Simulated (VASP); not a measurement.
Wanted: the native input for a VASP 6.6.1 run.

* Task: single point
* Functional: PBE
* Potentials or basis: VASP PAW PBE potentials, release 64 (Cd, As, Ge_d)
* Cutoff: 500 eV
* k mesh: 6 × 6 × 4
* Occupations: fermi-dirac, width 0.02 eV
* Spin: non-collinear spin, zero start, spin-orbit coupling
* Starting moments: [[0.0, 0.0, 0.0], [0.0, 0.0, 0.0], [0.0, 0.0, 0.0], [0.0, 0.0, 0.0]] μB
* Dipole correction: no
* Further INCAR settings: ALGO = Normal; EDIFF = 1e-06; NBANDS = 50

The structure of CdGeAs2 lies in POSCAR:

```
CdGeAs2
1.0
    4.0763717154      0.0000000000      0.0000000000
    0.0000000000      4.0763717154      0.0000000000
    0.0000000000      0.0000000000      6.1183213173
Cd As Ge
1 2 1
Direct
    0.0000000000      0.0000000000      0.0000000000
    0.0000000000      0.5000000000      0.2672334420
    0.5000000000      0.0000000000      0.7327665580
    0.5000000000      0.5000000000      0.5000000000
```

One way to write it, as run:

INCAR

```
ALGO = Normal ; EDIFF = 1E-6
ENCUT = 500 ; GGA = PE
GGA_COMPAT = F ; ISIF = 2
ISMEAR = -1 ; LASPH = T
LCHARG = F ; LORBIT = 11
LORBMOM = T ; LREAL = F
LSORBIT = T ; LWAVE = F
MAGMOM = 0 0 0 0 0 0 0 0 0 0 0 0 ; NBANDS = 50
NELM = 200 ; PREC = Accurate
SIGMA = 0.02
```

KPOINTS

```
k-points
0
Gamma
  6 6 4
```

Potentials or basis: VASP PAW PBE potentials, release 64 (Cd, As, Ge_d).

Command:

```sh
$ cat potpaw_PBE.64/Cd/POTCAR potpaw_PBE.64/As/POTCAR potpaw_PBE.64/Ge_d/POTCAR > POTCAR
$ mpirun -np 1 vasp_ncl > vasp.out
```

Results of the run:

```yaml
Pressure: 2.4 GPa
Largest_force: 0.085 eV/Å
Net_moment: 0.00 μB per cell
Valence_electrons_inside_the_program's_atomic_spheres: Cd 10.39; As 2.78; Ge 12.28
```

Wall time 2.2 min on 1 thread of Intel(R) Xeon(R) 6975P-C (Granite Rapids), with other jobs on the host, peak memory 0.51 GiB.
